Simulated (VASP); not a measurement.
# InO in VASP: notebook, part 2 of 2

VASP 6.6.1. The steps go on from the part before.

**5. Single point, PBE+D3(BJ) (strain +0.050 along x and y, +0.025 along z)**

Contents of INCAR:

```
SYSTEM = InO
ALGO = Normal
EDIFF = 1E-6
ENCUT = 520
GGA = PE
ISIF = 2
ISMEAR = 0
IVDW = 12
LASPH = .True.
LCHARG = .True.
LELF = .True.
LREAL = .False.
LVHAR = .True.
LWAVE = .False.
NBANDS = 27
NELM = 60
PREC = Accurate
SIGMA = 0.05
```

Contents of KPOINTS:

```
k-points
0
Gamma
  12 12 2
  0 0 0
```

Contents of POSCAR:

```
InO
1.0
    3.6012723468      0.0000000000      0.0000000000
   -1.8006361734      3.1187933383      0.0000000000
    0.0000000000      0.0000000000     16.2483227879
In O
2 2
Direct
    0.6666666667      0.3333333333      0.5895266171
    0.6666666667      0.3333333333      0.4104733829
    0.0000000000      0.0000000000      0.6398766429
    0.0000000000      0.0000000000      0.3601233571
```

Potentials or basis: VASP PAW PBE potentials, release 64 (In_d, O).

The run is started by

```
$ cat potpaw_PBE.64/In_d/POTCAR potpaw_PBE.64/O/POTCAR > POTCAR
$ mpirun -np 1 vasp_std > vasp.out
```

OUTCAR:

```text
SYSTEM = InO
   EDIFF = 1E-6
   ENCUT = 520
   GGA = PE
   ISIF = 2
   ISMEAR = 0
   IVDW = 12
   LASPH = .True.
   LREAL = .False.
   NELM = 60
   PREC = Accurate
 IVDW          = 12

 ion  position               nearest neighbor table
   1  0.667  0.333  0.590-   3 2.23   3 2.23   3 2.23   2 2.91
   2  0.667  0.333  0.410-   4 2.23   4 2.23   4 2.23   1 2.91
   3  0.000  0.000  0.640-   1 2.23   1 2.23   1 2.23
   4  0.000  0.000  0.360-   2 2.23   2 2.23   2 2.23

  LATTYP: Found a hexagonal cell.
 ALAT       =     3.6012723468
 C/A-ratio  =     4.5118283826

  Lattice vectors:

 A1 = (   3.6012723468,   0.0000000000,   0.0000000000)
 A2 = (  -1.8006361734,   3.1187933383,   0.0000000000)
 A3 = (   0.0000000000,   0.0000000000,  16.2483227879)

Analysis of symmetry for initial positions (statically):
=====================================================================
 Subroutine PRICEL returns:
 Original cell was already a primitive cell.

 Routine SETGRP: Setting up the symmetry group for a
 hexagonal supercell.

 Subroutine GETGRP returns: Found 12 space group operations
 (whereof 12 operations were pure point group operations)
 out of a pool of 24 trial point group operations.

The static configuration has the point symmetry D_3h.

Analysis of symmetry for dynamics (positions and initial velocities):
=====================================================================
 Subroutine PRICEL returns:
 Original cell was already a primitive cell.

 Routine SETGRP: Setting up the symmetry group for a
 hexagonal supercell.

 Subroutine GETGRP returns: Found 12 space group operations
 (whereof 12 operations were pure point group operations)
 out of a pool of 24 trial point group operations.

The dynamic configuration has the point symmetry D_3h.

 Subroutine INISYM returns: Found 12 space group operations
 (whereof 12 operations are pure point group operations),
 and found     1 'primitive' translations

----------------------------------------------------------------------------------------

                                     Primitive cell

  volume of cell :     182.4951

  direct lattice vectors                    reciprocal lattice vectors
     3.601272347  0.000000000  0.000000000     0.277679638  0.160318413  0.000000000
    -1.800636173  3.118793338  0.000000000     0.000000000  0.320636827  0.000000000
     0.000000000  0.000000000 16.248322788     0.000000000  0.000000000  0.061544814

  length of vectors
     3.601272347  3.601272347 16.248322788     0.320636827  0.320636827  0.061544814

  position of ions in fractional coordinates (direct lattice)
     0.666666667  0.333333333  0.589526617
     0.666666667  0.333333333  0.410473383
     0.000000000  0.000000000  0.639876643
     0.000000000  0.000000000  0.360123357

  ion indices of the primitive-cell ions
   primitive index   ion index
                 1           1
                 2           2
                 3           3
                 4           4

----------------------------------------------------------------------------------------

 KPOINTS: k-points

Automatic generation of k-mesh.
 Grid dimensions read from file:
 generate k-points for:   12   12    2

 Generating k-lattice:

  Cartesian coordinates                     Fractional coordinates (reciprocal lattice)
     0.023139970  0.013359868  0.000000000     0.083333333 -0.000000000  0.000000000
     0.000000000  0.026719736  0.000000000     0.000000000  0.083333333  0.000000000
     0.000000000  0.000000000  0.030772407     0.000000000  0.000000000  0.500000000

  Length of vectors
     0.026719736  0.026719736  0.030772407

  Shift w.r.t. Gamma in fractional coordinates (k-lattice)
     0.000000000  0.000000000  0.000000000

 Subroutine IBZKPT returns following result:
 ===========================================

 Found     38 irreducible k-points:

 Following reciprocal coordinates:
            Coordinates               Weight
  0.000000  0.000000  0.000000      1.000000
  0.083333 -0.000000  0.000000      6.000000
  0.166667 -0.000000  0.000000      6.000000
  0.250000 -0.000000  0.000000      6.000000
  0.333333 -0.000000  0.000000      6.000000
  0.416667 -0.000000  0.000000      6.000000
[... 16 lines left out ...]
  0.250000 -0.000000  0.500000      6.000000
  0.333333 -0.000000  0.500000      6.000000
 [... further k-points ...]
   k-points           NKPTS =     38   k-points in BZ     NKDIM =     38   number of bands    NBANDS=     27
   number of dos      NEDOS =    301   number of ions     NIONS =      4
   total plane-waves  NPLWV =  98784
   dimension x,y,z NGX =    28 NGY =   28 NGZ =  126
   dimension x,y,z NGXF=    56 NGYF=   56 NGZF=  252
   ions per type =               2   2
   NGX,Y,Z   is equivalent  to a cutoff of  12.93, 12.93, 12.89 a.u.
   NGXF,Y,Z  is equivalent  to a cutoff of  25.85, 25.85, 25.78 a.u.
 SYSTEM =  InO
   PREC   = accura    normal or accurate (medium, high low for compatibility)
   ISTART =      0    job   : 0-new  1-cont  2-samecut
   ICHARG =      2    charge: 1-file 2-atom 10-const
   ISPIN  =      1    spin polarized calculation?
   LNONCOLLINEAR =      F non collinear calculations
   LSORBIT =      F    spin-orbit coupling
   LASPH  =      T    aspherical Exc in radial PAW
   ENCUT  =  520.0 eV  38.22 Ry    6.18 a.u.   6.70  6.70 30.21*2*pi/ulx,y,z
   NELM   =     60;   NELMIN=  2; NELMDL= -5     # of ELM steps
   EDIFF  = 0.1E-05   stopping-criterion for ELM
   LREAL  =      F    real-space projection
   EDIFFG = 0.1E-04   stopping-criterion for IOM
   NSW    =      0    number of steps for IOM
   IBRION =     -1    ionic relax: 0-MD 1-quasi-New 2-CG
   NFREE  =      0    steps in history (QN), initial steepest desc. (CG)
   ISIF   =      2    stress and relaxation
   ISYM   =      2    0-nonsym 1-usesym 2-fastsym
   POTIM  = 0.5000    time-step for ionic-motion
   TEBEG  =    0.0;   TEEND  =   0.0 temperature during run
   PSTRESS=    0.0 pullay stress
   NELECT =      38.0000    total number of electrons
   NUPDOWN=      -1.0000    fix difference up-down
   EMIN   =  10.00;   EMAX   =-10.00  energy-range for DOS
   EFERMI =   0.00;   METHOD = LEGACY
   ISMEAR =     0;   SIGMA  =   0.05  broadening in eV -4-tet -1-fermi 0-gaus
   EFERMI_NEDOS =   21; number of points for ismear=-14 and -15
   IALGO  =     38    algorithm
   IMIX   =      4    mixing-type and parameters
     AMIX     =   0.40;   BMIX     =  1.00
     AMIX_MAG =   1.60;   BMIX_MAG =  1.00
  volume/ion in A,a.u.               =      45.62       307.88
  Fermi-wavevector in a.u.,A,eV,Ry     =   0.970329  1.833656 12.810406  0.941538
  Thomas-Fermi vector in A             =   2.100455
   LORBIT       =      0    0 simple, 1 ext, 2 COOP (PROOUT), +10 PAW based schemes
   GGA     = PE    functional components
   LHFCALC =     F    Hartree Fock is set to
   AEXX    =    0.0000 exact exchange contribution
   IVDW    =    12    specifies the selected vdW correction
   LEPSILON=     F    determine dielectric tensor
   LRPA    =     F    only Hartree local field effects (RPA)
 non-spin polarized calculation
 Gauss-broadening in eV      SIGMA  =   0.05
  energy-cutoff  :      520.00
  volume of cell :      182.50
 maximum number of plane-waves:      4950
 NGX is ok and might be reduce to    28
   NGX = 13   NGY = 13   NGZ = 61

 number of electron      38.0000001 magnetization

 Free energy of the ion-electron system (eV)
  ---------------------------------------------------
  ext. energy  EPLUGINS =         0.00000000
  ---------------------------------------------------
  free energy    TOTEN  =       -19.17584120 eV

  energy without entropy =      -19.17584120  energy(sigma->0) =      -19.17584120

 E-fermi :  -2.1466     XC(G=0):  -4.6299

 val. band max:       -2.3386782489   @ k =   0.2500   0.1667   0.5000
 cond. band min:      -1.9745577394   @ k =   0.0000   0.0000   0.5000
 fundamental gap:      0.3641205095
 Fermi energy:        -2.1466485384

 k-point     1 :       0.0000    0.0000    0.0000
  band No.  band energies     occupation
      1     -19.2022      2.00000
      2     -19.1873      2.00000
      3     -15.6894      2.00000
      4     -15.6658      2.00000
      5     -15.6658      2.00000
      6     -15.6254      2.00000
[... 709 lines left out ...]
     26       6.0562      0.00000
     27       6.5158      0.00000

 [... further k-points ...]

------------------------ aborting loop because EDIFF is reached ----------------------------------------

 Edisp (eV)   -0.51558

 E8    (eV) :    -0.2418

  FORCE on cell =-STRESS in cart. coord.  units (eV):
  Direction    XX          YY          ZZ          XY          YZ          ZX
  --------------------------------------------------------------------------------------
  -------------------------------------------------------------------------------------
  Total      -5.54936    -5.54936    -2.19279     0.00000     0.00000     0.00000
  in kB     -48.71942   -48.71942   -19.25117     0.00000     0.00000     0.00000
  external pressure =      -38.90 kB  Pullay stress =        0.00 kB

 VOLUME and BASIS-vectors are now :
 -----------------------------------------------------------------------------
  energy-cutoff  :      520.00
  volume of cell :      182.50
      direct lattice vectors                 reciprocal lattice vectors
     3.601272347  0.000000000  0.000000000     0.277679638  0.160318413  0.000000000
    -1.800636173  3.118793338  0.000000000     0.000000000  0.320636827  0.000000000
     0.000000000  0.000000000 16.248322788     0.000000000  0.000000000  0.061544814

 POSITION                                       TOTAL-FORCE (eV/Angst)
 -----------------------------------------------------------------------------------
      1.80064      1.03960      9.57882        -0.000000      0.000000      0.542195
      1.80064      1.03960      6.66950        -0.000000      0.000000     -0.542195
      0.00000      0.00000     10.39692        -0.000000     -0.000000     -0.813299
      0.00000      0.00000      5.85140         0.000000      0.000000      0.813299
 -----------------------------------------------------------------------------------
    total drift:                                0.000000     -0.000000      0.000000

  FREE ENERGIE OF THE ION-ELECTRON SYSTEM (eV)
  ---------------------------------------------------
  free  energy   TOTEN  =       -19.6914233777 eV

  energy  without entropy=      -19.6914233747  energy(sigma->0) =      -19.69142338
```

OSZICAR:

```text
N       E                     dE             d eps       ncg     rms          rms(c)
DAV:   1     0.385412989942E+03    0.38541E+03   -0.17524E+04  2060   0.137E+03
DAV:   2     0.417809090430E+02   -0.34363E+03   -0.33182E+03  2269   0.363E+02
DAV:   3    -0.206573269872E+02   -0.62438E+02   -0.61178E+02  2684   0.168E+02
[... 13 lines left out ...]
DAV:  17    -0.191758134590E+02   -0.16342E-04   -0.59393E-06  2504   0.229E-02    0.416E-03
DAV:  18    -0.191758317786E+02   -0.18320E-04   -0.10958E-06  1684   0.790E-03    0.783E-04
DAV:  19    -0.191758366118E+02   -0.48331E-05   -0.20996E-07  1788   0.485E-03    0.114E-03
DAV:  20    -0.191758405384E+02   -0.39267E-05   -0.12651E-07  1553   0.279E-03    0.698E-04
DAV:  21    -0.191758412020E+02   -0.66358E-06   -0.43423E-08  1639   0.178E-03
   1 F= -.19691423E+02 E0= -.19691423E+02  d E =-.295795E-08
```

Run time: 2.1 min. Hardware: 1 thread of Intel Xeon 6975P-C (Granite Rapids), shared host; peak memory 0.4 GiB.

Results:

| Item | Value |
| --- | --- |
| Free energy | -19.6914 eV |
| Largest force | 0.813 eV/Å |
| Band gap on the k mesh | 0.36 eV (least direct gap 0.77 eV) |
| Dispersion energy per atom | -0.129 eV |

Forces in eV/Å, atoms in the order of the input:
```
In   0.000  0.000  0.542
In   0.000  0.000 -0.542
O    0.000  0.000 -0.813
O    0.000  0.000  0.813
```

Levels at points of the mesh, in eV from the valence-band top:
| k point | band 16 | band 17 | band 18 | band 19 | band 20 | band 21 | band 22 | band 23 |
| --- | --- | --- | --- | --- | --- | --- | --- | --- |
| (0.00, 0.00, 0.00) | -1.39 | -1.36 | -1.36 | -0.41 | 0.36 | 3.17 | 6.36 | 6.47 |
| (0.50, 0.00, 0.00) | -2.11 | -2.03 | -1.47 | -0.12 | 2.39 | 3.59 | 5.27 | 6.39 |
| (0.00, 0.00, 0.50) | -1.39 | -1.36 | -1.36 | -0.41 | 0.36 | 3.17 | 6.18 | 6.90 |
| (0.50, 0.00, 0.50) | -2.11 | -2.03 | -1.47 | -0.12 | 2.39 | 3.59 | 5.27 | 6.39 |

Caveat: the cell differs from its parent crystal (strain +0.050 along x and y, +0.025 along z); spin-orbit coupling is left out, which moves the levels of the heavy elements.

**6. Single point, PBE+D3(BJ) (strain +0.050 along x and y, +0.050 along z)**

Contents of INCAR:

```
SYSTEM = InO
PREC = Accurate
ENCUT = 520
EDIFF = 1E-7
ISMEAR = 0
SIGMA = 0.05
LREAL = .False.
LASPH = .True.
NELM = 100
ALGO = Normal
ISIF = 2
LWAVE = .False.
LCHARG = .False.
GGA = PE
IVDW = 12
NBANDS = 27
```

Contents of KPOINTS:

```
Automatic mesh
0
Gamma
  12 12 2
  0 0 0
```

POSCAR, as its differences from that of step 5:

```diff
@@ -4,3 +4,3 @@
    -1.8006361734      3.1187933383      0.0000000000
-    0.0000000000      0.0000000000     16.2483227879
+    0.0000000000      0.0000000000     16.6446233437
 In O
```

Potentials or basis: VASP PAW PBE potentials, release 64 (In_d, O).

The run is started by

```
$ cat potpaw_PBE.64/In_d/POTCAR potpaw_PBE.64/O/POTCAR > POTCAR
$ mpirun -np 1 vasp_std > vasp.out
```

It took 2.1 min on 1 thread of Intel Xeon 6975P-C (Granite Rapids), shared host; peak memory 0.4 GiB.

The run converged. Its results:

* Free energy: -19.6283 eV
* Largest force: 0.945 eV/Å
* Band gap on the k mesh: 0.31 eV (least direct gap 0.75 eV)
* Dispersion energy per atom: -0.127 eV

Forces in eV/Å, atoms in the order of the input:
```
In   0.000  0.000  0.444
In   0.000  0.000 -0.444
O    0.000  0.000 -0.945
O    0.000  0.000  0.945
```

Levels at points of the mesh, in eV from the valence-band top:
| k point | band 17 | band 18 | band 19 | band 20 | band 21 | band 22 |
| --- | --- | --- | --- | --- | --- | --- |
| (0.00, 0.00, 0.00) | -1.38 | -1.38 | -0.45 | 0.31 | 3.07 | 6.27 |
| (0.50, 0.00, 0.00) | -2.04 | -1.54 | -0.14 | 2.35 | 3.41 | 5.06 |
| (0.00, 0.00, 0.50) | -1.38 | -1.38 | -0.45 | 0.31 | 3.07 | 6.14 |
| (0.50, 0.00, 0.50) | -2.04 | -1.54 | -0.14 | 2.35 | 3.41 | 5.06 |

Caveat: the cell differs from its parent crystal (strain +0.050 along x and y, +0.050 along z); spin-orbit coupling is left out, which moves the levels of the heavy elements.

**7. Summary**

| cell | gap on the mesh (eV) | largest force (eV/Å) |
| --- | --- | --- |
| a = 3.516, b = 3.516, c = 16.248 Å, angles 90.0, 90.0, 120.0°, 4 atoms | 0.36 | 0.52 |
| a = 3.601, b = 3.601, c = 15.852 Å, angles 90.0, 90.0, 120.0°, 4 atoms | 0.37 | 0.70 |
| a = 3.516, b = 3.516, c = 16.645 Å, angles 90.0, 90.0, 120.0°, 4 atoms | 0.28 | 0.67 |
| a = 3.601, b = 3.601, c = 16.248 Å, angles 90.0, 90.0, 120.0°, 4 atoms | 0.36 | 0.81 |
| a = 3.601, b = 3.601, c = 16.645 Å, angles 90.0, 90.0, 120.0°, 4 atoms | 0.31 | 0.94 |

Alike in all rows: task single point; level PBE+D3(BJ); potentials or basis VASP PAW PBE potentials, release 64 (In_d, O); no spin polarisation; k mesh 12 × 12 × 2; cutoff (eV) 520; smearing gaussian 0.05 eV.

Caveats: spin-orbit coupling is left out, which moves the levels of the heavy elements.

Absolute energies hang on the potentials; compare differences alone.
